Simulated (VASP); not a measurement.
CdTe, 2 atoms in the cell. The structure is cubic, space group F-43m (No. 216). The conventional cell has a = 6.410 Å, b = 6.410 Å, c = 6.410 Å, α = 90.00°, β = 90.00°, γ = 90.00°. Cd (site symmetry -43m) has 4 Te at 2.78 Å within 3.7 Å. Within 3.7 Å of Te (site symmetry -43m) lie 4 Cd at 2.78 Å. 

- Program: VASP 6.6.1
- Task: single point
- Functional: PBE
- Potentials or basis: VASP PAW PBE potentials, release 64 (Cd, Te)
- Cutoff: 520 eV
- k mesh: 5 × 5 × 5
- Occupations: gaussian, width 0.01 eV
- Spin: no spin polarisation
- Dipole correction: no
- Further INCAR settings: ALGO = Normal; EDIFF = 1e-07; NBANDS = 16

Potentials or basis: VASP PAW PBE potentials, release 64 (Cd, Te).

Run with:

```sh
$ cat potpaw_PBE.64/Cd/POTCAR potpaw_PBE.64/Te/POTCAR > POTCAR
$ mpirun -np 1 vasp_std > vasp.out
```

Hardware: 1 thread of Intel Xeon 6975P-C (shared host).

Estimate the wall time of this run.

Wall time 14 s on 1 thread of Intel Xeon 6975P-C, with other jobs on the host, peak memory 0.21 GiB. Counts: scf iterations 16, k points 10.
